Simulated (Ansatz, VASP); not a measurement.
**Na2S: VASP beside Ansatz**

```xyz
3
Lattice="0.0000 3.2701 3.2701 3.2701 0.0000 3.2701 3.2701 3.2701 0.0000" Properties=species:S:1:pos:R:3 pbc="T T T"
Na    1.6350    1.6350    1.6350
Na    4.9051    4.9051    4.9051
S     0.0000    0.0000    0.0000
```

Alike in both runs: task single point; functional PBEsol; k mesh 8 × 8 × 8; occupations gaussian, width 0.02 eV; no spin polarisation.

|  | VASP | Ansatz |
| --- | --- | --- |
| version | VASP 6.6.1 | Ansatz 0.2.0 |
| potentials or method | VASP PAW PBE potentials, release 64 (Na_pv, S), cutoff 500 eV | scalar-relativistic, plane waves, PAW |
| valence electrons in the cell | 20 | 24 |

```csv
,VASP,Ansatz,Ansatz less VASP
gap on the k mesh at the Fermi level (eV),2.37,2.37,+0.004
least direct gap on the mesh (eV),2.37,2.37,+0.004
pressure (GPa),-0.5,-0.5,-0.04
```

VASP's potentials were made for PBE, not for PBEsol. VASP's potentials hold 20 valence electrons a cell and Ansatz's 24, so a difference there can come from the potentials and not from the codes.
